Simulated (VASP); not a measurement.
Be64C33 (a cell with a defect): single point with PBEsol

Be64C33 (a cell with a defect):

```
CELL_PARAMETERS angstrom
8.62128 0.00000 0.00000
0.00000 8.62128 0.00000
0.00000 0.00000 8.62128
ATOMIC_POSITIONS crystal
Be 0.37552 0.12500 0.12783
Be 0.37584 0.12181 0.62917
Be 0.37637 0.62755 0.13156
Be 0.34707 0.63886 0.64299
Be 0.87592 0.12512 0.12590
Be 0.87494 0.12268 0.62488
Be 0.87877 0.62353 0.12250
Be 0.87057 0.62325 0.62422
Be 0.12688 0.37466 0.12890
Be 0.11866 0.37603 0.63026
Be 0.12577 0.87523 0.12778
Be 0.12218 0.87653 0.62724
Be 0.62828 0.37604 0.12070
Be 0.61351 0.37388 0.61616
Be 0.62528 0.87657 0.12418
Be 0.62299 0.87610 0.62496
Be 0.12585 0.12504 0.37758
Be 0.12389 0.12510 0.87792
Be 0.12977 0.62752 0.37840
Be 0.12050 0.62348 0.88074
Be 0.62718 0.12178 0.37787
Be 0.62290 0.12262 0.87701
Be 0.64088 0.63880 0.34897
Be 0.62229 0.62328 0.87258
Be 0.12626 0.12539 0.12831
Be 0.12398 0.12508 0.62872
Be 0.12699 0.62575 0.12899
Be 0.11487 0.62494 0.62909
Be 0.62672 0.12508 0.12601
Be 0.62585 0.12494 0.62790
Be 0.62713 0.62499 0.11681
Be 0.62325 0.62988 0.62531
Be 0.37640 0.37002 0.37834
Be 0.37252 0.37489 0.88684
Be 0.37381 0.87495 0.37575
Be 0.37294 0.87480 0.87763
Be 0.88480 0.37493 0.37455
Be 0.87267 0.37414 0.87466
Be 0.87567 0.87481 0.37493
Be 0.87340 0.87450 0.87534
Be 0.37737 0.37660 0.13106
Be 0.35874 0.36108 0.65470
Be 0.37675 0.87726 0.12664
Be 0.37248 0.87810 0.62577
Be 0.87915 0.37640 0.12291
Be 0.86989 0.37237 0.62526
Be 0.87576 0.87479 0.12573
Be 0.87381 0.87484 0.62607
Be 0.37667 0.12379 0.37868
Be 0.37438 0.12331 0.87947
Be 0.38613 0.62602 0.38749
Be 0.37138 0.62384 0.88294
Be 0.87748 0.12335 0.37640
Be 0.87389 0.12466 0.87586
Be 0.88099 0.62385 0.37338
Be 0.87277 0.62522 0.87474
Be 0.12909 0.37664 0.37943
Be 0.12089 0.37635 0.88114
Be 0.12471 0.87721 0.37876
Be 0.12374 0.87477 0.87774
Be 0.65262 0.36100 0.36063
Be 0.62329 0.37233 0.87208
Be 0.62381 0.87807 0.37448
Be 0.62414 0.87488 0.87582
C 0.99983 0.99994 0.00182
C 0.99983 0.99995 0.50182
C 0.99983 0.49994 0.00182
C 0.99983 0.49994 0.50182
C 0.49982 0.99995 0.00182
C 0.49983 0.99994 0.50182
C 0.49983 0.49994 0.00182
C 0.55483 0.49983 0.44600
C 0.25007 0.24990 0.00509
C 0.24986 0.24955 0.50492
C 0.24937 0.75065 0.00372
C 0.24518 0.75611 0.50309
C 0.75028 0.24924 0.99992
C 0.75450 0.24375 0.50055
C 0.74959 0.74999 0.99855
C 0.74978 0.75033 0.49873
C 0.25096 0.00115 0.25295
C 0.24828 0.99999 0.75336
C 0.25440 0.50099 0.25632
C 0.23813 0.49991 0.76351
C 0.75138 0.99990 0.25029
C 0.74869 0.99874 0.75069
C 0.76153 0.49997 0.24013
C 0.74526 0.49891 0.74733
C 0.00313 0.24995 0.25211
C 0.99793 0.24926 0.75224
C 0.00172 0.75062 0.25140
C 0.99653 0.74994 0.75154
C 0.50285 0.24944 0.25173
C 0.49849 0.24367 0.75665
C 0.50116 0.75620 0.24703
C 0.49682 0.75044 0.75190
C 0.44478 0.50013 0.55766
```

```json
{
 "Program": "VASP 6.6.1",
 "Task": "single point",
 "Functional": "PBEsol",
 "Potentials or basis": "VASP PAW PBE potentials, release 64 (Be, C)",
 "Cutoff": "520 eV",
 "k mesh": "1 × 1 × 1, shifted",
 "Occupations": "fermi-dirac, width 0.05 eV",
 "Spin": "no spin polarisation",
 "Dipole correction": "no",
 "Further INCAR settings": "LREAL = Auto; ALGO = Normal; EDIFF = 1e-06; NBANDS = 184; ISYM = 0"
}
```

The pressure is 5.0 GPa, the largest force is 0.268 eV/Å and the band gap on the k mesh is 0.33 eV.

Forces in eV/Å, atoms in the order of the input:
```
Be   0.099  0.034  0.032
Be  -0.026  0.036 -0.030
Be   0.001  0.006 -0.005
Be   0.236  0.062  0.099
Be   0.016  0.022  0.013
Be   0.039  0.019  0.048
Be   0.027  0.007  0.013
Be  -0.002  0.049 -0.005
Be   0.023  0.029  0.018
Be   0.037  0.001  0.008
Be   0.018  0.022  0.018
Be   0.006  0.014  0.027
Be   0.004  0.001  0.032
Be   0.108 -0.123  0.091
Be   0.025  0.014  0.002
Be   0.012 -0.033  0.018
Be   0.035  0.033  0.091
Be   0.015  0.024  0.016
Be  -0.007  0.007 -0.005
Be   0.014  0.008  0.027
Be  -0.033  0.037 -0.028
Be   0.044  0.021  0.038
Be   0.102  0.058  0.225
Be  -0.010  0.050 -0.001
Be  -0.014 -0.022 -0.018
Be   0.004  0.006 -0.073
Be  -0.024 -0.017 -0.025
Be  -0.015 -0.006  0.003
Be  -0.077  0.004  0.001
Be  -0.027 -0.043 -0.027
Be   0.004 -0.007 -0.015
Be  -0.120  0.090 -0.111
Be   0.122 -0.091  0.111
Be  -0.002  0.007  0.014
Be   0.027  0.043  0.025
Be   0.078 -0.004 -0.002
Be   0.016  0.007 -0.004
Be   0.024  0.018  0.023
Be  -0.003 -0.006  0.071
Be   0.013  0.023  0.016
Be   0.010 -0.049  0.000
Be  -0.096 -0.053 -0.233
Be  -0.043 -0.022 -0.038
Be   0.033 -0.036  0.028
Be  -0.014 -0.008 -0.029
Be   0.007 -0.006  0.003
Be  -0.014 -0.023 -0.017
Be  -0.035 -0.033 -0.092
Be  -0.012  0.033 -0.019
Be  -0.024 -0.013 -0.002
Be  -0.108  0.125 -0.095
Be  -0.004  0.001 -0.034
Be  -0.004 -0.014 -0.029
Be  -0.018 -0.022 -0.018
Be  -0.038 -0.001 -0.009
Be  -0.023 -0.029 -0.019
Be   0.002 -0.048  0.003
Be  -0.027 -0.007 -0.014
Be  -0.039 -0.021 -0.049
Be  -0.015 -0.022 -0.014
Be  -0.247 -0.050 -0.090
Be  -0.001 -0.005  0.004
Be   0.028 -0.036  0.028
Be  -0.099 -0.035 -0.033
C   -0.002  0.000  0.006
C   -0.001 -0.002  0.007
C   -0.001 -0.001  0.006
C   -0.002  0.000  0.007
C   -0.001 -0.002  0.007
C   -0.002  0.001  0.006
C   -0.002  0.000  0.006
C    0.082 -0.008 -0.074
C   -0.018  0.006 -0.012
C   -0.043 -0.065  0.005
C    0.000 -0.004  0.020
C   -0.018 -0.062  0.006
C    0.001  0.006 -0.018
C    0.015  0.063 -0.006
C    0.017 -0.006  0.016
C    0.048  0.067 -0.002
C   -0.007 -0.026  0.004
C    0.002 -0.010  0.001
C    0.014  0.021  0.017
C   -0.009  0.005  0.021
C    0.003  0.009  0.000
C    0.003  0.018  0.002
C    0.013 -0.003 -0.007
C   -0.020 -0.017 -0.019
C   -0.022  0.001 -0.020
C   -0.028 -0.003  0.007
C    0.028  0.002 -0.001
C    0.020  0.000  0.008
C    0.010 -0.068 -0.051
C   -0.002  0.057  0.011
C    0.000 -0.057 -0.022
C   -0.012  0.070  0.046
C   -0.072 -0.015  0.059
```

Stress tensor (GPa, compression positive):
```
 4.96 -0.88 -3.57
-0.88  4.97 -0.88
-3.57 -0.88  5.04
```

Levels at points of the mesh, in eV from the valence-band top:
| k point | band 126 | band 127 | band 128 | band 129 | band 130 | band 131 | band 132 | band 133 | band 134 | band 135 |
| --- | --- | --- | --- | --- | --- | --- | --- | --- | --- | --- |
| (0.25, 0.25, 0.25) | -1.75 | -1.70 | -1.03 | -1.03 | -0.21 | 0.56 | 1.50 | 1.71 | 2.06 | 2.85 |

Wall time 23 min on 1 thread of Intel Xeon 8259CL, on a shared host, peak memory 0.74 GiB.

Caveat: the PAW data sets were made with another functional, which shifts forces and pressure a little.
